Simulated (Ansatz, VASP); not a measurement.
# Two plane-wave programs on AlN

The input INCAR:

```
PREC = Accurate
ENCUT = 520
EDIFF = 1E-6
ISMEAR = 0
SIGMA = 0.05
LREAL = F
LASPH = T
NELM = 100
ALGO = Normal
ISIF = 2
LWAVE = F
LCHARG = F
GGA = PE
NBANDS = 16
```

The input KPOINTS:

```
Automatic mesh
0
Gamma
  12 12 6
```

POSCAR

```
AlN
1.0
    3.0959063806      0.0856897599     -0.0945414996
   -1.4737436814      2.7230335193      0.0063566353
   -0.1515562345     -0.0757345143      5.0297663869
Al N
2 2
Direct
    0.3521559341      0.6737341770      0.0025493225
    0.6743913026      0.3359076606      0.5018268051
    0.3181283363      0.6548716273      0.3872423084
    0.6553244270      0.3354865350      0.8783815641
```

Input for Ansatz:

```yaml
crystal:
  lattice:
    - [3.0959063806, 0.0856897599, -0.0945414996]
    - [-1.4737436814, 2.7230335193, 0.0063566353]
    - [-0.1515562345, -0.0757345143, 5.0297663869]
  atoms:
    - { symbol: Al, position: [0.3521559341, 0.673734177, 0.0025493225] }
    - { symbol: Al, position: [0.6743913026, 0.3359076606, 0.5018268051] }
    - { symbol: "N", position: [0.3181283363, 0.6548716273, 0.3872423084] }
    - { symbol: "N", position: [0.655324427, 0.335486535, 0.8783815641] }
basis:
  ecutwfc: 420
kpoints:
  mp_grid: { grid: [12, 12, 6] }
hamiltonian:
  xc: pbe
scf:
  occupations: { method: gaussian, width: 0.05 }
output:
  forces: true
  stress: true
  eigenvalues: true
  write_density: true
  write_potential: true
  elf: true
  volumetric_format: npy
```

Change from the starting cell: all atoms moved at random (sigma 0.03 Å a component), cell strained at random (sigma 0.03).

Alike in both runs: task single point; functional PBE; k mesh 12 × 12 × 6; occupations gaussian, width 0.05 eV; no spin polarisation.

```csv
,VASP,Ansatz
version,VASP 6.6.1,Ansatz 0.2.0
potentials or method,"VASP PAW PBE potentials, release 64 (Al, N), cutoff 520 eV","scalar-relativistic, plane waves, PAW"
valence electrons in the cell,16,16
```

VASP gave:

* gap on the k mesh at the Fermi level (eV): 3.62
* least direct gap on the mesh (eV): 3.62
* pressure (GPa): -1.3
* traceless stress, the component that is largest in VASP (GPa): -10.49
* rms of the force components (eV/Å): 0.689

What did Ansatz give for the same quantities?

gap on the k mesh at the Fermi level (eV): 3.61; least direct gap on the mesh (eV): 3.61; pressure (GPa): -1.1; traceless stress, the component that is largest in VASP (GPa): -10.42; rms of the force components (eV/Å): 0.686.

Atom by atom the forces differ by 0.003 eV/Å (rms over components).
